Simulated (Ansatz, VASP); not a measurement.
**Two plane-wave programs on ZrIn2S2**

```
Zr In S
1.0
     2.04208   -7.50857    0.00000
     2.04208    7.50857    0.00000
     0.00000    0.00000    3.95907
Zr In S
1 2 2
Direct
  0.00000 0.00000 0.00000
  0.20109 0.79891 0.00000
  0.79891 0.20109 0.00000
  0.36344 0.63656 0.50000
  0.63656 0.36344 0.50000
```

Change from the starting cell: species swapped into the Sm2InNi2 type (Cmmm, No. 65).

Alike in both runs: task relaxation of cell and atoms; functional PBE; k mesh 4 × 4 × 4; occupations gaussian, width 0.1 eV; no spin polarisation.

|  | VASP | Ansatz |
| --- | --- | --- |
| version | VASP 6.6.1 | Ansatz 0.2.0 |
| potentials or method | VASP PAW PBE potentials, release 64 (Zr_sv, In_d, S), cutoff 600 eV | scalar-relativistic, plane waves, PAW |
| valence electrons in the cell | 50 | 50 |

```csv
,VASP,Ansatz,Ansatz less VASP
"gap on the k mesh at the Fermi level, each at its own relaxed structure (eV)",none,none,-
relaxed volume (Å³/atom),22.42,22.45,+0.022
relaxed cell length with the largest relative difference (Å),10.583,10.619,+0.0363
```

A gap of «none» marks a metal or a gap that the smearing closes.

The k mesh is coarse, so the values compare programs but aren't converged.
